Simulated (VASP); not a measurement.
## Pt: single point with PBEsol

The system is Pt.

```
CELL_PARAMETERS angstrom
2.74202 0.00000 0.00000
-1.37101 2.37465 0.00000
0.00000 0.00000 20.86344
ATOMIC_POSITIONS crystal
Pt 0.00000 0.00000 0.00000
Pt 0.33333 0.66667 0.11065
Pt 0.00000 0.00000 0.22268
Pt 0.33333 0.66667 0.33333
Pt 0.66667 0.33333 0.44398
Pt 0.33333 0.66667 0.55602
Pt 0.66667 0.33333 0.66667
Pt 0.00000 0.00000 0.77732
Pt 0.66667 0.33333 0.88935
```

```
Program             : VASP 6.6.1
Task                : single point
Functional          : PBEsol
Potentials or basis : VASP PAW PBE potentials, release 64 (Pt)
Cutoff              : 520 eV
k mesh              : 18 × 18 × 3
Occupations         : gaussian, width 0.1 eV
Spin                : no spin polarisation
```

- Pressure: -0.1 GPa
- Band gap on the k mesh: zero (bands 45 and 46 overlap by 1.61 eV)

Stress tensor (GPa, compression positive):
```
-0.08  0.00  0.00
 0.00 -0.08  0.00
 0.00  0.00 -0.23
```

Levels at points of the mesh, in eV from the Fermi level:
| k point | band 43 | band 44 | band 45 | band 46 | band 47 | band 48 |
| --- | --- | --- | --- | --- | --- | --- |
| (0.00, 0.00, 0.00) | -1.17 | -1.17 | -1.17 | -1.17 | -0.75 | -0.75 |
| (0.50, 0.00, 0.00) | 0.35 | 0.40 | 0.40 | 0.44 | 1.31 | 1.31 |

Run time: 13 min on 1 thread of Intel(R) Xeon(R) Platinum 8488C (Sapphire Rapids), on a shared host, peak memory 0.6 GiB.

Caveat: the PAW data sets were made with another functional, which shifts forces and pressure a little; spin-orbit coupling is left out, which moves the levels of the heavy elements.
